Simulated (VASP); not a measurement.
# HgTe (Fm-3m) in VASP: further runs, part 3 of 3

VASP 6.6.1. The steps go on from the part before.

### Step 5. Single point, PBE

This run uses another cell than the first one, of 33.70 Å³/atom, 1.186 times its volume.

Input file INCAR:

```
PREC = Accurate
ENCUT = 500
EDIFF = 1E-6
ISMEAR = 0
SIGMA = 0.05
LREAL = False
LASPH = True
NELM = 120
ALGO = Normal
ISIF = 2
LWAVE = False
LCHARG = True
GGA = PE
LELF = True
LVHAR = True
NBANDS = 16
GGA_COMPAT = False
```

Input file KPOINTS:

```
regular mesh
0
Gamma
  6 6 6
```

Input file POSCAR:

```
HgTe
1.0
    0.0000000000      3.2300000000      3.2300000000
    3.2300000000      0.0000000000      3.2300000000
    3.2300000000      3.2300000000      0.0000000000
Hg Te
1 1
Direct
    0.0000000000      0.0000000000      0.0000000000
    0.5000000000      0.5000000000      0.5000000000
```

Potentials or basis: VASP PAW PBE potentials, release 64 (Hg, Te).

On the command line:

```sh
> cat potpaw_PBE.64/Hg/POTCAR potpaw_PBE.64/Te/POTCAR > POTCAR
> mpirun -np 1 vasp_std > vasp.out
```

OUTCAR:

```text
PREC = Accurate
   ENCUT = 500
   EDIFF = 1E-6
   ISMEAR = 0
   LREAL = False
   LASPH = True
   NELM = 120
   ISIF = 2
   GGA = PE

 ion  position               nearest neighbor table
   1  0.000  0.000  0.000-   2 3.23   2 3.23   2 3.23   2 3.23   2 3.23   2 3.23
   2  0.500  0.500  0.500-   1 3.23   1 3.23   1 3.23   1 3.23   1 3.23   1 3.23

  LATTYP: Found a face centered cubic cell.
 ALAT       =     6.4600000000

  Lattice vectors:

 A1 = (   0.0000000000,   3.2300000000,   3.2300000000)
 A2 = (   3.2300000000,   0.0000000000,   3.2300000000)
 A3 = (   3.2300000000,   3.2300000000,   0.0000000000)

Analysis of symmetry for initial positions (statically):
=====================================================================
 Subroutine PRICEL returns:
 Original cell was already a primitive cell.

 Routine SETGRP: Setting up the symmetry group for a
 face centered cubic supercell.

 Subroutine GETGRP returns: Found 48 space group operations
 (whereof 48 operations were pure point group operations)
 out of a pool of 48 trial point group operations.

The static configuration has the point symmetry O_h .

Analysis of symmetry for dynamics (positions and initial velocities):
=====================================================================
 Subroutine PRICEL returns:
 Original cell was already a primitive cell.

 Routine SETGRP: Setting up the symmetry group for a
 face centered cubic supercell.

 Subroutine GETGRP returns: Found 48 space group operations
 (whereof 48 operations were pure point group operations)
 out of a pool of 48 trial point group operations.

The dynamic configuration has the point symmetry O_h .

 Subroutine INISYM returns: Found 48 space group operations
 (whereof 48 operations are pure point group operations),
 and found     1 'primitive' translations

----------------------------------------------------------------------------------------

                                     Primitive cell

  volume of cell :      67.3965

  direct lattice vectors                    reciprocal lattice vectors
     0.000000000  3.230000000  3.230000000    -0.154798762  0.154798762  0.154798762
     3.230000000  0.000000000  3.230000000     0.154798762 -0.154798762  0.154798762
     3.230000000  3.230000000  0.000000000     0.154798762  0.154798762 -0.154798762

  length of vectors
     4.567909806  4.567909806  4.567909806     0.268119320  0.268119320  0.268119320

  position of ions in fractional coordinates (direct lattice)
     0.000000000  0.000000000  0.000000000
     0.500000000  0.500000000  0.500000000

  ion indices of the primitive-cell ions
   primitive index   ion index
                 1           1
                 2           2

----------------------------------------------------------------------------------------

 KPOINTS: regular mesh

Automatic generation of k-mesh.
 Grid dimensions read from file:
 generate k-points for:    6    6    6

 Generating k-lattice:

  Cartesian coordinates                     Fractional coordinates (reciprocal lattice)
    -0.025799794  0.025799794  0.025799794     0.166666667  0.000000000  0.000000000
     0.025799794 -0.025799794  0.025799794     0.000000000  0.166666667  0.000000000
     0.025799794  0.025799794 -0.025799794     0.000000000  0.000000000  0.166666667

  Length of vectors
     0.044686553  0.044686553  0.044686553

  Shift w.r.t. Gamma in fractional coordinates (k-lattice)
     0.000000000  0.000000000  0.000000000

 Subroutine IBZKPT returns following result:
 ===========================================

 Found     16 irreducible k-points:

 Following reciprocal coordinates:
            Coordinates               Weight
  0.000000  0.000000  0.000000      1.000000
  0.166667  0.000000  0.000000      8.000000
  0.333333  0.000000  0.000000      8.000000
  0.500000  0.000000  0.000000      4.000000
  0.166667  0.166667  0.000000      6.000000
  0.333333  0.166667  0.000000     24.000000
[... 8 lines left out ...]
 -0.333333  0.333333  0.166667     24.000000
 -0.333333  0.500000  0.166667     12.000000
   k-points           NKPTS =     16   k-points in BZ     NKDIM =     16   number of bands    NBANDS=     16
   number of dos      NEDOS =    301   number of ions     NIONS =      2
   total plane-waves  NPLWV =  46656
   dimension x,y,z NGX =    36 NGY =   36 NGZ =   36
   dimension x,y,z NGXF=    72 NGYF=   72 NGZF=   72
   ions per type =               1   1
   NGX,Y,Z   is equivalent  to a cutoff of  13.10, 13.10, 13.10 a.u.
   NGXF,Y,Z  is equivalent  to a cutoff of  26.20, 26.20, 26.20 a.u.
 SYSTEM =  unknown system
   PREC   = accura    normal or accurate (medium, high low for compatibility)
   ISTART =      0    job   : 0-new  1-cont  2-samecut
   ICHARG =      2    charge: 1-file 2-atom 10-const
   ISPIN  =      1    spin polarized calculation?
   LNONCOLLINEAR =      F non collinear calculations
   LSORBIT =      F    spin-orbit coupling
   LASPH  =      T    aspherical Exc in radial PAW
   ENCUT  =  500.0 eV  36.75 Ry    6.06 a.u.   8.33  8.33  8.33*2*pi/ulx,y,z
   NELM   =    120;   NELMIN=  2; NELMDL= -5     # of ELM steps
   EDIFF  = 0.1E-05   stopping-criterion for ELM
   LREAL  =      F    real-space projection
   EDIFFG = 0.1E-04   stopping-criterion for IOM
   NSW    =      0    number of steps for IOM
   IBRION =     -1    ionic relax: 0-MD 1-quasi-New 2-CG
   NFREE  =      0    steps in history (QN), initial steepest desc. (CG)
   ISIF   =      2    stress and relaxation
   ISYM   =      2    0-nonsym 1-usesym 2-fastsym
   POTIM  = 0.5000    time-step for ionic-motion
   TEBEG  =    0.0;   TEEND  =   0.0 temperature during run
   PSTRESS=    0.0 pullay stress
   NELECT =      18.0000    total number of electrons
   NUPDOWN=      -1.0000    fix difference up-down
   EMIN   =  10.00;   EMAX   =-10.00  energy-range for DOS
   EFERMI =   0.00;   METHOD = LEGACY
   ISMEAR =     0;   SIGMA  =   0.05  broadening in eV -4-tet -1-fermi 0-gaus
   EFERMI_NEDOS =   21; number of points for ismear=-14 and -15
   IALGO  =     38    algorithm
   IMIX   =      4    mixing-type and parameters
     AMIX     =   0.40;   BMIX     =  1.00
     AMIX_MAG =   1.60;   BMIX_MAG =  1.00
  volume/ion in A,a.u.               =      33.70       227.41
  Fermi-wavevector in a.u.,A,eV,Ry     =   1.054273  1.992287 15.122765  1.111492
  Thomas-Fermi vector in A             =   2.189427
   LORBIT       =      0    0 simple, 1 ext, 2 COOP (PROOUT), +10 PAW based schemes
   GGA     = PE    functional components
   LHFCALC =     F    Hartree Fock is set to
   AEXX    =    0.0000 exact exchange contribution
   IVDW    =     0    specifies the selected vdW correction
   LEPSILON=     F    determine dielectric tensor
   LRPA    =     F    only Hartree local field effects (RPA)
 non-spin polarized calculation
 Gauss-broadening in eV      SIGMA  =   0.05
  energy-cutoff  :      500.00
  volume of cell :       67.40
 maximum number of plane-waves:      1724
 NGX is ok and might be reduce to    36
   NGX = 17   NGY = 17   NGZ = 17

 number of electron      18.0000001 magnetization

 Free energy of the ion-electron system (eV)
  ---------------------------------------------------
  ext. energy  EPLUGINS =         0.00000000
  ---------------------------------------------------
  free energy    TOTEN  =        -3.21742969 eV

  energy without entropy =       -3.21388594  energy(sigma->0) =       -3.21565782

 E-fermi :   2.6531     XC(G=0):  -9.0649

 val. band max:        2.5774666124   @ k =   0.3333   0.0000   0.0000
 cond. band min:       2.6609260585   @ k =  -0.3333   0.1667   0.0000
 fundamental gap:      0.0834594461
 Fermi energy:         2.6531126234

 k-point     1 :       0.0000    0.0000    0.0000
  band No.  band energies     occupation
      1      -8.3856      2.00000
      2      -3.4941      2.00000
      3      -3.4941      2.00000
      4      -3.4471      2.00000
      5      -3.4471      2.00000
      6      -3.4471      2.00000
[... 8 lines left out ...]
     15      10.1801      0.00000
     16      10.1801      0.00000
[... 267 lines left out ...]
 k-point    16 :      -0.3333    0.5000    0.1667
  band No.  band energies     occupation
      1      -7.6319      2.00000
      2      -3.5589      2.00000
      3      -3.4888      2.00000
      4      -3.3800      2.00000
      5      -3.2998      2.00000
      6      -3.0673      2.00000
[... 8 lines left out ...]
     15      13.2190      0.00000
     16      14.8997      0.00000

------------------------ aborting loop because EDIFF is reached ----------------------------------------

  FORCE on cell =-STRESS in cart. coord.  units (eV):
  Direction    XX          YY          ZZ          XY          YZ          ZX
  --------------------------------------------------------------------------------------
  -------------------------------------------------------------------------------------
  Total       -1.9949492     -1.9949492     -1.9949492      0.0000000      0.0000000     -0.0000000
  in kB      -47.4247295    -47.4247295    -47.4247295      0.0000000      0.0000000     -0.0000000
  external PRESSURE =     -47.4247295 kB  Pullay stress =       0.0000000 kB

 VOLUME and BASIS-vectors are now :
 -----------------------------------------------------------------------------
  energy-cutoff  :      500.00
  volume of cell :       67.40
      direct lattice vectors                 reciprocal lattice vectors
     0.000000000  3.230000000  3.230000000    -0.154798762  0.154798762  0.154798762
     3.230000000  0.000000000  3.230000000     0.154798762 -0.154798762  0.154798762
     3.230000000  3.230000000  0.000000000     0.154798762  0.154798762 -0.154798762

 POSITION                                       TOTAL-FORCE (eV/Angst)
 -----------------------------------------------------------------------------------
      0.00000      0.00000      0.00000         0.000000      0.000000     -0.000000
      3.23000      3.23000      3.23000        -0.000000     -0.000000      0.000000
 -----------------------------------------------------------------------------------
    total drift:                               -0.000000      0.000000      0.000000

  FREE ENERGIE OF THE ION-ELECTRON SYSTEM (eV)
  ---------------------------------------------------
  free  energy   TOTEN  =        -3.2174296906 eV

  energy  without entropy=       -3.2138859426  energy(sigma->0) =       -3.21565782
```

OSZICAR:

```text
N       E                     dE             d eps       ncg     rms          rms(c)
DAV:   1     0.104741527919E+03    0.10474E+03   -0.78431E+03   512   0.947E+02
DAV:   2     0.245002030224E+00   -0.10450E+03   -0.96606E+02   600   0.224E+02
DAV:   3    -0.335541280655E+01   -0.36004E+01   -0.35912E+01   648   0.432E+01
DAV:   4    -0.338458946695E+01   -0.29177E-01   -0.29174E-01   720   0.359E+00
DAV:   5    -0.338478294343E+01   -0.19348E-03   -0.19347E-03   648   0.208E-01    0.462E+00
DAV:   6    -0.322111196083E+01    0.16367E+00   -0.34971E-01   576   0.650E+00    0.387E+00
DAV:   7    -0.321770024801E+01    0.34117E-02   -0.45228E-02   584   0.141E+00    0.167E+00
DAV:   8    -0.321735294102E+01    0.34731E-03   -0.38505E-03   640   0.643E-01    0.319E-01
DAV:   9    -0.321739628289E+01   -0.43342E-04   -0.45407E-04   608   0.175E-01    0.427E-02
DAV:  10    -0.321742193452E+01   -0.25652E-04   -0.42649E-05   672   0.529E-02    0.277E-02
DAV:  11    -0.321742973460E+01   -0.78001E-05   -0.10593E-05   608   0.220E-02    0.945E-03
DAV:  12    -0.321742969057E+01    0.44035E-07   -0.75815E-07   456   0.638E-03
   1 F= -.32174297E+01 E0= -.32156578E+01  d E =-.354375E-02
```

stdout:

```text
POSCAR found type information on POSCAR HgTe
 POSCAR found :  2 types and       2 ions
 scaLAPACK will be used
 LDA part: xc-table for (Slater+PW92), standard interpolation
 POSCAR, INCAR and KPOINTS ok, starting setup
 FFT: planning ... GRIDC
 FFT: planning ... GRID_SOFT
 FFT: planning ... GRID
 WAVECAR not read
 entering main loop
```

Wall time 30 s (1 thread of Intel Xeon 8259CL, shared host); peak memory 0.21 GiB.

What came out:

```
Free energy            : -3.2174 eV
Pressure               : -4.7 GPa
Band gap on the k mesh : zero (band 9 reaches 2.75 eV, above the bottom of band 10 at 0.97 eV)
```

Caveat: spin-orbit coupling is left out, which moves the levels of the heavy elements.

### Step 6. Summary

| cell | gap on the mesh (eV) | pressure (GPa) |
| --- | --- | --- |
| a = 4.316 Å, angles 60.0°, 2 atoms | none | 0.9 |
| a = 4.340 Å, angles 60.0°, 2 atoms | none | 0.1 |
| a = 4.506 Å, angles 60.0°, 2 atoms | none | -3.9 |
| a = 4.568 Å, angles 60.0°, 2 atoms | none | -4.7 |

Alike in all rows: task single point; level PBE; potentials or basis VASP PAW PBE potentials, release 64 (Hg, Te); no spin polarisation; k mesh 6 × 6 × 6; cutoff (eV) 500; smearing gaussian 0.05 eV.

Caveats: spin-orbit coupling is left out, which moves the levels of the heavy elements.

Total energies depend on the potentials used, so only differences within one code and one set of settings carry meaning.
